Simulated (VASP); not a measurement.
## TiSi2: single point with PBEsol

The system is TiSi2.

```
Ti Si
1.0
     0.00000    4.15243    4.24805
     2.41659    0.00000    4.24805
     2.41659    4.15243    0.00000
Ti Si
2 4
Direct
  0.75000 0.75000 0.75000
  0.50000 0.50000 0.50000
  0.08617 0.41383 0.08617
  0.41383 0.08617 0.41383
  0.16383 0.83617 0.16383
  0.83617 0.16383 0.83617
```

This cell differs from its parent crystal: strain +0.0150 x Voigt [1, 1, 0, 0, 0, 0].

```yaml
Program: VASP 6.6.1
Task: single point
Functional: PBEsol
Potentials_or_basis: VASP PAW PBE potentials, release 64 (Ti_sv, Si)
Cutoff: 520 eV
k_mesh: 14 × 14 × 14
Occupations: gaussian, width 0.15 eV
Spin: no spin polarisation
```

- Pressure: -3.7 GPa
- Largest force: 0.007 eV/Å
- Band gap on the k mesh: zero (band 20 reaches 10.59 eV, above the bottom of band 21 at 8.75 eV)

Forces in eV/Å, atoms in the order of the input:
```
Ti   0.000  0.000  0.000
Ti   0.000  0.000  0.000
Si   0.000 -0.007  0.000
Si   0.000  0.007  0.000
Si   0.000  0.007  0.000
Si   0.000 -0.007  0.000
```

Stress tensor (GPa, compression positive):
```
-4.98  0.00  0.00
 0.00 -5.13  0.00
 0.00  0.00 -1.09
```

Levels at points of the mesh, in eV from the Fermi level:
```
           k point  band 17  band 18  band 19  band 20  band 21  band 22  band 23  band 24
(0.00, 0.00, 0.00)    -2.18    -2.08    -1.80    -1.41    -0.90     2.05     3.00     3.30
(0.50, 0.00, 0.00)    -1.87    -1.09    -0.02     0.14     0.97     1.38     1.72     2.18
(0.50, 0.50, 0.00)    -1.60    -1.60    -0.97    -0.97     0.87     0.87     3.16     3.16
(0.50, 0.00, 0.50)    -2.28    -2.28    -0.88    -0.88     1.24     1.24     3.25     3.25
(0.00, 0.50, 0.50)    -1.16    -1.16    -0.67    -0.67     0.92     0.92     2.28     2.28
```

It took 16 min on 1 thread of Intel(R) Xeon(R) Platinum 8488C (Sapphire Rapids), with other jobs on the host, peak memory 0.88 GiB.

Caveat: the cell differs from its parent crystal (strain +0.0150 x Voigt [1, 1, 0, 0, 0, 0]); the PAW data sets were made with another functional, which shifts forces and pressure a little.
